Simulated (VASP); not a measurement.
# SiC (P3m1) in VASP: further runs, part 2 of 2

VASP 6.6.1. Earlier steps stand in the parts before.

### Step 5. Single point, PBE

This run uses another cell than the first one, of 10.85 Å³/atom, 1.082 times its volume.

Input file INCAR:

```
SYSTEM = SiC
PREC = Accurate
ENCUT = 600
EDIFF = 1E-6
ISMEAR = 0
SIGMA = 0.05
LREAL = .False.
LASPH = .True.
NELM = 120
ALGO = Normal
ISIF = 2
LWAVE = .False.
LCHARG = .False.
GGA = PE
NBANDS = 26
GGA_COMPAT = .False.
```

Input file KPOINTS:

```
Automatic mesh
0
Gamma
  10 10 3
  0 0 0
```

Input file POSCAR:

```
SiC
1.0
   -3.0759982064      0.0000000000      0.0000000000
   -1.5379991032     -2.6638925888      0.0000000000
    0.0000000000      0.0000000000     10.5960000000
Si C
4 4
Direct
    0.3333333333      0.3333333333      0.6229010948
    0.3333333333      0.3333333333      0.1464949037
    0.6666666667      0.6666666667      0.8611041903
    0.6666666667      0.6666666667      0.3846979992
    0.3333333333      0.3333333333      0.8063174783
    0.3333333333      0.3333333333      0.3299112873
    0.6666666667      0.6666666667      0.0917081918
    0.6666666667      0.6666666667      0.5681143828
```

Potentials or basis: VASP PAW PBE potentials, release 64 (Si, C).

Started as:

```sh
> cat potpaw_PBE.64/Si/POTCAR potpaw_PBE.64/C/POTCAR > POTCAR
> mpirun -np 1 vasp_std > vasp.out
```

OUTCAR:

```text
SYSTEM = SiC
   PREC = Accurate
   ENCUT = 600
   EDIFF = 1E-6
   ISMEAR = 0
   LREAL = .False.
   LASPH = .True.
   NELM = 120
   ISIF = 2
   GGA = PE

 ion  position               nearest neighbor table
   1  0.333  0.333  0.623-   8 1.87   8 1.87   8 1.87   5 1.94   3 3.09   3 3.09   3 3.09   4 3.09
                             4 3.09   4 3.09
   2  0.333  0.333  0.146-   7 1.87   7 1.87   7 1.87   6 1.94   4 3.09   4 3.09   4 3.09
   3  0.667  0.667  0.861-   5 1.87   5 1.87   5 1.87   7 2.44   1 3.09   1 3.09   1 3.09
   4  0.667  0.667  0.385-   6 1.87   6 1.87   6 1.87   8 1.94   2 3.09   2 3.09   2 3.09   1 3.09
                             1 3.09   1 3.09
   5  0.333  0.333  0.806-   3 1.87   3 1.87   3 1.87   1 1.94
   6  0.333  0.333  0.330-   4 1.87   4 1.87   4 1.87   2 1.94
   7  0.667  0.667  0.092-   2 1.87   2 1.87   2 1.87   3 2.44
   8  0.667  0.667  0.568-   1 1.87   1 1.87   1 1.87   4 1.94

  LATTYP: Found a hexagonal cell.
 ALAT       =     3.0759982065
 C/A-ratio  =     3.4447354286

  Lattice vectors:

 A1 = (   1.5379991032,   2.6638925888,   0.0000000000)
 A2 = (  -3.0759982064,   0.0000000000,   0.0000000000)
 A3 = (   0.0000000000,   0.0000000000,  10.5960000000)

Analysis of symmetry for initial positions (statically):
=====================================================================
 Subroutine PRICEL returns:
 Original cell was already a primitive cell.

 Routine SETGRP: Setting up the symmetry group for a
 hexagonal supercell.

 Subroutine GETGRP returns: Found  6 space group operations
 (whereof  6 operations were pure point group operations)
 out of a pool of 24 trial point group operations.

The static configuration has the point symmetry C_3v.

Analysis of symmetry for dynamics (positions and initial velocities):
=====================================================================
 Subroutine PRICEL returns:
 Original cell was already a primitive cell.

 Routine SETGRP: Setting up the symmetry group for a
 hexagonal supercell.

 Subroutine GETGRP returns: Found  6 space group operations
 (whereof  6 operations were pure point group operations)
 out of a pool of 24 trial point group operations.

The dynamic configuration has the point symmetry C_3v.

 Subroutine INISYM returns: Found  6 space group operations
 (whereof  6 operations are pure point group operations),
 and found     1 'primitive' translations

----------------------------------------------------------------------------------------

                                     Primitive cell

  volume of cell :      86.8250

  direct lattice vectors                    reciprocal lattice vectors
    -3.075998206  0.000000000  0.000000000    -0.325097719  0.187695255  0.000000000
    -1.537999103 -2.663892589  0.000000000     0.000000000 -0.375390511  0.000000000
     0.000000000  0.000000000 10.596000000     0.000000000  0.000000000  0.094375236

  length of vectors
     3.075998206  3.075998206 10.596000000     0.375390511  0.375390511  0.094375236

  position of ions in fractional coordinates (direct lattice)
     0.333333333  0.333333333  0.622901095
     0.333333333  0.333333333  0.146494904
     0.666666667  0.666666667  0.861104190
     0.666666667  0.666666667  0.384697999
     0.333333333  0.333333333  0.806317478
     0.333333333  0.333333333  0.329911287
     0.666666667  0.666666667  0.091708192
[... 64 lines left out ...]
  0.500000  0.000000  0.333333      6.000000
 [... further k-points ...]
   k-points           NKPTS =     36   k-points in BZ     NKDIM =     36   number of bands    NBANDS=     26
   number of dos      NEDOS =    301   number of ions     NIONS =      8
   total plane-waves  NPLWV =  70560
   dimension x,y,z NGX =    28 NGY =   28 NGZ =   90
   dimension x,y,z NGXF=    56 NGYF=   56 NGZF=  180
   ions per type =               4   4
   NGX,Y,Z   is equivalent  to a cutoff of  15.13, 15.13, 14.12 a.u.
   NGXF,Y,Z  is equivalent  to a cutoff of  30.27, 30.27, 28.24 a.u.
 SYSTEM =  SiC
   PREC   = accura    normal or accurate (medium, high low for compatibility)
   ISTART =      0    job   : 0-new  1-cont  2-samecut
   ICHARG =      2    charge: 1-file 2-atom 10-const
   ISPIN  =      1    spin polarized calculation?
   LNONCOLLINEAR =      F non collinear calculations
   LSORBIT =      F    spin-orbit coupling
   LASPH  =      T    aspherical Exc in radial PAW
   ENCUT  =  600.0 eV  44.10 Ry    6.64 a.u.   6.14  6.14 21.16*2*pi/ulx,y,z
   NELM   =    120;   NELMIN=  2; NELMDL= -5     # of ELM steps
   EDIFF  = 0.1E-05   stopping-criterion for ELM
   LREAL  =      F    real-space projection
   EDIFFG = 0.1E-04   stopping-criterion for IOM
   NSW    =      0    number of steps for IOM
   IBRION =     -1    ionic relax: 0-MD 1-quasi-New 2-CG
   NFREE  =      0    steps in history (QN), initial steepest desc. (CG)
   ISIF   =      2    stress and relaxation
   ISYM   =      2    0-nonsym 1-usesym 2-fastsym
   POTIM  = 0.5000    time-step for ionic-motion
   TEBEG  =    0.0;   TEEND  =   0.0 temperature during run
   PSTRESS=    0.0 pullay stress
   NELECT =      32.0000    total number of electrons
   NUPDOWN=      -1.0000    fix difference up-down
   EMIN   =  10.00;   EMAX   =-10.00  energy-range for DOS
   EFERMI =   0.00;   METHOD = LEGACY
   ISMEAR =     0;   SIGMA  =   0.05  broadening in eV -4-tet -1-fermi 0-gaus
   EFERMI_NEDOS =   21; number of points for ismear=-14 and -15
   IALGO  =     38    algorithm
   IMIX   =      4    mixing-type and parameters
     AMIX     =   0.40;   BMIX     =  1.00
     AMIX_MAG =   1.60;   BMIX_MAG =  1.00
  volume/ion in A,a.u.               =      10.85        73.24
  Fermi-wavevector in a.u.,A,eV,Ry     =   1.173753  2.218071 18.744682  1.377695
  Thomas-Fermi vector in A             =   2.310161
   LORBIT       =      0    0 simple, 1 ext, 2 COOP (PROOUT), +10 PAW based schemes
   GGA     = PE    functional components
   LHFCALC =     F    Hartree Fock is set to
   AEXX    =    0.0000 exact exchange contribution
   IVDW    =     0    specifies the selected vdW correction
   LEPSILON=     F    determine dielectric tensor
   LRPA    =     F    only Hartree local field effects (RPA)
 non-spin polarized calculation
 Gauss-broadening in eV      SIGMA  =   0.05
  energy-cutoff  :      600.00
  volume of cell :       86.82
 maximum number of plane-waves:      2920
 NGX is ok and might be reduce to    28
   NGX = 13   NGY = 13   NGZ = 43

 number of electron      32.0000000 magnetization

 Free energy of the ion-electron system (eV)
  ---------------------------------------------------
  ext. energy  EPLUGINS =         0.00000000
  ---------------------------------------------------
  free energy    TOTEN  =       -59.21704255 eV

  energy without entropy =      -59.21704255  energy(sigma->0) =      -59.21704255

 E-fermi :   8.1626     XC(G=0): -11.1169

 val. band max:        7.9117111326   @ k =   0.0000   0.0000   0.0000
 cond. band min:      10.1232581699   @ k =   0.5000   0.0000   0.3333
 fundamental gap:      2.2115470373
 Fermi energy:         8.1626243631

 k-point     1 :       0.0000    0.0000    0.0000
  band No.  band energies     occupation
      1      -7.8989      2.00000
      2      -6.9207      2.00000
      3      -6.1428      2.00000
      4      -4.4568      2.00000
      5      -0.5896      2.00000
      6       2.8066      2.00000
[... 685 lines left out ...]
     25      15.4170      0.00000
     26      16.2844      0.00000

 [... further k-points ...]

------------------------ aborting loop because EDIFF is reached ----------------------------------------

  FORCE on cell =-STRESS in cart. coord.  units (eV):
  Direction    XX          YY          ZZ          XY          YZ          ZX
  --------------------------------------------------------------------------------------
  -------------------------------------------------------------------------------------
  Total        2.4818384      2.4818384     -6.2943295      0.0000000     -0.0000000      0.0000000
  in kB       45.7972433     45.7972433   -116.1489588      0.0000000     -0.0000000      0.0000000
  external PRESSURE =      -8.1848241 kB  Pullay stress =       0.0000000 kB

 VOLUME and BASIS-vectors are now :
 -----------------------------------------------------------------------------
  energy-cutoff  :      600.00
  volume of cell :       86.82
      direct lattice vectors                 reciprocal lattice vectors
    -3.075998206  0.000000000  0.000000000    -0.325097719  0.187695255  0.000000000
    -1.537999103 -2.663892589  0.000000000     0.000000000 -0.375390511  0.000000000
     0.000000000  0.000000000 10.596000000     0.000000000  0.000000000  0.094375236

 POSITION                                       TOTAL-FORCE (eV/Angst)
 -----------------------------------------------------------------------------------
     -1.53800     -0.88796      6.60026        -0.000000     -0.000000      0.348200
     -1.53800     -0.88796      1.55226         0.000000      0.000000     -0.827225
     -3.07600     -1.77593      9.12426        -0.000000     -0.000000      2.493119
     -3.07600     -1.77593      4.07626         0.000000      0.000000      0.320297
     -1.53800     -0.88796      8.54374         0.000000      0.000000      0.027641
     -1.53800     -0.88796      3.49574         0.000000      0.000000     -0.295028
     -3.07600     -1.77593      0.97174         0.000000      0.000000     -1.693411
     -3.07600     -1.77593      6.01974        -0.000000     -0.000000     -0.373594
 -----------------------------------------------------------------------------------
    total drift:                               -0.000000     -0.000000      0.000950

  FREE ENERGIE OF THE ION-ELECTRON SYSTEM (eV)
  ---------------------------------------------------
  free  energy   TOTEN  =       -59.2170425534 eV

  energy  without entropy=      -59.2170425534  energy(sigma->0) =      -59.21704255
```

It took 61 s on 1 thread of AMD EPYC 9R45 (Zen 5), shared host; peak memory 0.24 GiB.

Results:

```
Free energy            : -59.2170 eV
Pressure               : -0.8 GPa
Largest force          : 2.493 eV/Å
Band gap on the k mesh : 2.21 eV, indirect (least direct gap 3.70 eV)
```

Forces on the atoms (eV/Å):
```
Si   0.000  0.000  0.348
Si   0.000  0.000 -0.827
Si   0.000  0.000  2.493
Si   0.000  0.000  0.320
C    0.000  0.000  0.028
C    0.000  0.000 -0.295
C    0.000  0.000 -1.693
C    0.000  0.000 -0.374
```

Caveat: forces of over 1 eV/Å act on the atoms, so gaps and moduli don't describe the material at rest.

### Step 6. The runs side by side

| cell | gap on the mesh (eV) | pressure (GPa) | largest force (eV/Å) |
| --- | --- | --- | --- |
| a = 3.076, b = 3.076, c = 9.796 Å, angles 90.0, 90.0, 60.0°, 8 atoms | 2.31 | 13.6 | 6.65 |
| a = 3.076, b = 3.076, c = 16.096 Å, angles 90.0, 90.0, 60.0°, 8 atoms | none | 2.1 | 2.25 |
| a = 3.076, b = 3.076, c = 10.346 Å, angles 90.0, 90.0, 60.0°, 8 atoms | 2.56 | 0.3 | 2.30 |
| a = 3.076, b = 3.076, c = 10.596 Å, angles 90.0, 90.0, 60.0°, 8 atoms | 2.21 | -0.8 | 2.49 |

Alike in all rows: task single point; level PBE; potentials or basis VASP PAW PBE potentials, release 64 (Si, C); no spin polarisation; k mesh 10 × 10 × 3; cutoff (eV) 600; smearing gaussian 0.05 eV.

Caveats: forces of over 1 eV/Å act on the atoms, so gaps and moduli don't describe the material at rest.

Absolute energies hang on the potentials; compare differences alone.
